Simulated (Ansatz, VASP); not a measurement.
# Two plane-wave programs on GaP

```xyz
2
Lattice="0.0000 2.8343 2.7252 2.7252 0.0000 2.7252 2.7252 2.8343 0.0000" Properties=species:S:1:pos:R:3 pbc="T T T"
Ga    0.0000    0.0000    0.0000
P     4.0879    4.2514    4.0879
```

Change from the starting cell: strain +0.0400 x Voigt [0, 1, 0, 0, 0, 0], atoms carried along.

Alike in both runs: task single point; functional r2SCAN; k mesh 8 × 8 × 8; occupations gaussian, width 0.05 eV; no spin polarisation.

```csv
,VASP,Ansatz
version,VASP 6.6.1,Ansatz 0.2.0
potentials or method,"VASP PAW PBE potentials, release 64 (Ga_d, P), cutoff 520 eV","scalar-relativistic, plane waves, PAW"
valence electrons in the cell,18,18
```

|  | VASP | Ansatz | Ansatz less VASP |
| --- | --- | --- | --- |
| gap on the k mesh at the Fermi level (eV) | 1.76 | 1.75 | -0.008 |
| least direct gap on the mesh (eV) | 1.91 | 1.93 | +0.020 |
| pressure (GPa) | -3.2 | -3.1 | +0.06 |
| traceless stress, the component that is largest in VASP (GPa) | -2.26 | -2.26 | +0.007 |

VASP's potentials were made for PBE, not for r2SCAN. With one functional, cell and mesh, what is left measures potentials, basis and numerics.
